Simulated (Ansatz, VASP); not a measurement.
Two plane-wave programs on GaAs

```
CELL_PARAMETERS angstrom
0.00000 2.82685 2.82685
2.82685 0.00000 2.82685
2.82685 2.82685 0.00000
ATOMIC_POSITIONS crystal
As 0.25000 0.25000 0.25000
Ga 0.00000 0.00000 0.00000
```

Alike in both runs: functional r2SCAN; k mesh 8 × 8 × 8; non-collinear spin, spin-orbit coupling.

|  | VASP | Ansatz |
| --- | --- | --- |
| version | VASP 6.6.1 | Ansatz 0.2.0 |
| potentials or method | VASP PAW PBE potentials, release 64 (As, Ga_d) | Ansatz PAW |
| plane-wave cutoff (eV) | 550 | 500 |
| occupations | gaussian, width 0.01 eV | fixed |
| valence electrons in the cell | 18 | 28 |
| task | single point | electron localisation function |

VASP gave:

* pressure (GPa): 0.6

Problem. What did Ansatz give for the same quantities?

Solution. Pressure (GPa): 0.5.

VASP's potentials were made for PBE, not for r2SCAN. VASP's potentials hold 18 valence electrons a cell and Ansatz's 28, so a difference there can come from the potentials and not from the codes.
